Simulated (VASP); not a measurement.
A run of VASP 6.6.1:

Contents of INCAR:

```
ALGO = Normal
EDIFF = 1E-7
ENCUT = 520
GGA = PE
ISIF = 2
ISMEAR = 0
LASPH = T
LCHARG = F
LREAL = Auto
LWAVE = F
NBANDS = 48
NELM = 100
PREC = Accurate
SIGMA = 0.02
```

Contents of KPOINTS:

```
k-points
0
Gamma
  2 2 2
```

The input POSCAR:

```
Si
1.0
    0.0000000000      5.4300000000      5.4300000000
    5.4300000000      0.0000000000      5.4300000000
    5.4300000000      5.4300000000      0.0000000000
Si
17
Direct
   -0.0073733886     -0.0068004604     -0.0028244015
    0.1490718232      0.1499585635      0.0509747698
    0.0218541436      0.0230314917      0.4326885820
    0.1070088398      0.1070112339      0.6228018416
   -0.0072824125      0.5169586556     -0.0027127993
    0.1174223757      0.6219956722      0.1388010129
   -0.0139332413      0.5016420810      0.5111678637
    0.1065853591      0.6638455801      0.6228720994
    0.5159465930     -0.0067313076     -0.0023777164
    0.6213755064      0.1178699816      0.1388615101
    0.5010294659     -0.0124186004      0.5111865562
    0.6629007366      0.1067928177      0.6231436464
    0.4885673112      0.4889304788      0.0338010129
    0.6214880295      0.6220510129      0.1387583794
    0.5009209024      0.5004389503      0.5110028545
    0.6120466851      0.6135474217      0.6608573665
    0.2876632597      0.2898883057      0.6332194291
```

Potentials or basis: VASP PAW PBE potentials, release 64 (Si).

The run is started by

```console
$ cat potpaw_PBE.64/Si/POTCAR > POTCAR
$ mpirun -np 1 vasp_std > vasp.out
```

Hardware: 1 thread of AMD EPYC 7R43 64-Core Processor (Zen 3), with other jobs on the host.

**Question.** Estimate the wall time of this run.

**Answer.** It took 6.6 min on 1 thread of AMD EPYC 7R43 64-Core Processor (Zen 3) (shared host), peak memory 0.42 GiB. Counts: scf iterations 15, k points 8.
